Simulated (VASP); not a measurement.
Set up this calculation in VASP 6.6.1, as the native input.

| Property | Result |
| --- | --- |
| Task | single point |
| Functional | LDA |
| Potentials or basis | VASP PAW LDA potentials, release 64 (Au) |
| Cutoff | 520 eV |
| k mesh | 15 × 15 × 15 |
| Occupations | fermi-dirac, width 0.03 eV |
| Spin | no spin polarisation |
| Dipole correction | no |
| Further INCAR settings | ALGO = Normal; EDIFF = 1e-06; NBANDS = 12 |

The structure of Au lies in POSCAR:

```
Au
1.0
    0.0000000000      2.0434303323      2.0434303323
    2.0434303323      0.0000000000      2.0434303323
    2.0434303323      2.0434303323      0.0000000000
Au
1
Direct
    0.0000000000      0.0000000000      0.0000000000
```

This cell differs from its parent crystal: volume scaled by 0.9405.

These files were run (other wordings do the same):

INCAR

```
SYSTEM = Au
PREC = Accurate ; ENCUT = 520
EDIFF = 1E-6 ; ISMEAR = -1
SIGMA = 0.03 ; LREAL = .False.
LASPH = .True. ; NELM = 80
ALGO = Normal ; ISIF = 2
LWAVE = .False. ; LCHARG = .False.
GGA = CA ; NBANDS = 12
```

KPOINTS

```
regular mesh
0
Gamma
  15 15 15
  0 0 0
```

Potentials or basis: VASP PAW LDA potentials, release 64 (Au).

The run is started by

```console
$ cat potpaw_LDA.64/Au/POTCAR > POTCAR
$ mpirun -np 1 vasp_std > vasp.out
```

It gave:

```json
{
 "Pressure": "-4.8 GPa"
}
```

Wall time 5.9 s on 1 thread of Intel(R) Xeon(R) 6975P-C (Granite Rapids), with other jobs on the host, peak memory 0.14 GiB.
